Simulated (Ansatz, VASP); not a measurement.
# Be in VASP and in Ansatz

```
Be
1.0
     0.00000    1.46562    1.46562
     1.46562    0.00000    1.46562
     1.46562    1.46562    0.00000
Be
1
Direct
  0.00000 0.00000 0.00000
```

Change from the starting cell: volume scaled by 0.84, LAPW.

Alike in both runs: task single point; functional LDA; k mesh 21 × 21 × 21; occupations fermi-dirac, width 0.05 eV; no spin polarisation.

|  | VASP | Ansatz |
| --- | --- | --- |
| version | VASP 6.6.1 | Ansatz 0.2.0 |
| potentials or method | VASP PAW LDA potentials, release 64 (Be), cutoff 520 eV | all-electron LAPW, scalar-relativistic |

```csv
,VASP,Ansatz,Ansatz less VASP
pressure (GPa),31.5,30.6,-0.92
```

LDA's correlation is that of Perdew and Zunger in VASP and of Perdew and Wang (1992) in Ansatz. Both programs put the cell under a high pressure, so it lies far from rest at this level. Ansatz ran all-electron here, and VASP with PAW potentials.
